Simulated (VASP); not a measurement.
## ZnCu2SnS4: electric field gradients with PBE

Crystal: ZnCu2SnS4.

```
Zn Cu Sn S
1.0
    -2.71710    2.71710    5.42480
     2.71710   -2.71710    5.42480
     2.71710    2.71710   -5.42480
Zn Cu Sn S
1 2 1 4
Direct
  0.25000 0.75000 0.50000
  0.00000 0.00000 0.00000
  0.75000 0.25000 0.50000
  0.50000 0.50000 0.00000
  0.37161 0.88441 0.99960
  0.11559 0.11519 0.48720
  0.88481 0.37201 0.00040
  0.62799 0.62839 0.51280
```

| Item | Value |
| --- | --- |
| Program | VASP 6.6.1 |
| Task | electric field gradients |
| Functional | PBE |
| Potentials or basis | VASP PAW PBE potentials, release 64 (Zn, Cu, Sn_d, S) |
| Cutoff | 520 eV |
| k mesh | 7 × 7 × 7 |
| Occupations | fermi-dirac, width 0.02 eV |
| Spin | no spin polarisation |
| Dipole correction | no |
| Further INCAR settings | ALGO = Normal; EDIFF = 1e-08; NBANDS = 46 |

| Property | Result |
| --- | --- |
| Pressure | 2.1 GPa |
| Largest force | 0.579 eV/Å |
| Band gap on the k mesh | 0.32 eV |
| Largest electric field gradient by atom | Zn -3.6; Cu +15.9, -5.0; Sn -7.3; S +99.7 V/Å² |

Forces in eV/Å, atoms in the order of the input:
```
Zn   0.000  0.000  0.000
Cu   0.000  0.000  0.000
Cu   0.000  0.000  0.000
Sn   0.000  0.000  0.000
S    0.531 -0.140  0.184
S   -0.140 -0.531 -0.184
S   -0.531  0.140  0.184
S    0.140  0.531 -0.184
```

Stress tensor (GPa, compression positive):
```
2.15 0.00 0.00
0.00 2.15 0.00
0.00 0.00 2.04
```

Levels at points of the mesh, in eV from the valence-band top:
```tsv
k point	band 34	band 35	band 36	band 37	band 38	band 39
(0.00, 0.00, 0.00)	-0.08	-0.08	0.00	0.32	2.05	2.92
```

Electric field gradients, principal values (V/Å²):
```tsv
atom	least	middle	greatest (by size)
1 Zn	1.790	1.805	-3.594
2 Cu	-7.943	-7.955	15.897
3 Cu	2.469	2.481	-4.950
4 Sn	3.662	3.667	-7.328
5 S	-34.082	-65.654	99.736
6 S	-34.082	-65.655	99.736
7 S	-34.081	-65.655	99.736
8 S	-34.081	-65.654	99.736
```

Run time: 15 min on 1 thread of Intel(R) Xeon(R) Platinum 8259CL CPU @ 2.50GHz (Skylake/Cascade Lake), with other jobs on the host, peak memory 0.6 GiB.

Caveat: semilocal functionals underestimate gaps, and a narrow one can read as zero; without QUAD_EFG the Cq values of the log hold for a quadrupole moment of 1 mb, not for the nuclei; spin-orbit coupling is left out, which moves the levels of the heavy elements.
